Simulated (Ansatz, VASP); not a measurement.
**TaN: VASP beside Ansatz**

```
Ta N
1.0
     0.00000    2.20863    2.20863
     2.20863    0.00000    2.20863
     2.20863    2.20863    0.00000
Ta N
1 1
Direct
  0.50000 0.50000 0.50000
  0.00000 0.00000 0.00000
```

Alike in both runs: functional PBE; k mesh 16 × 16 × 16; occupations gaussian, width 0.1 eV; no spin polarisation.

Ansatz relaxed the structure, and its values are those at the end. VASP's run is a single point on that final structure, the one shown.

|  | VASP | Ansatz |
| --- | --- | --- |
| version | VASP 6.6.1 | Ansatz 0.2.0 |
| potentials or method | VASP PAW PBE potentials, release 64 (Ta_pv, N), cutoff 520 eV | scalar-relativistic, plane waves, PAW |
| valence electrons in the cell | 16 | 18 |

|  | VASP | Ansatz | Ansatz less VASP |
| --- | --- | --- | --- |
| gap on the k mesh at the Fermi level (eV) | none | none | - |
| pressure (GPa) | 0.8 | 0.0 | -0.78 |

A gap of «none» marks a metal or a gap that the smearing closes. The functional is the same, so the differences come from potentials, cutoffs and numerics. VASP's potentials hold 16 valence electrons a cell and Ansatz's 18, so a difference there can come from the potentials and not from the codes.

Spin-orbit coupling is off throughout.
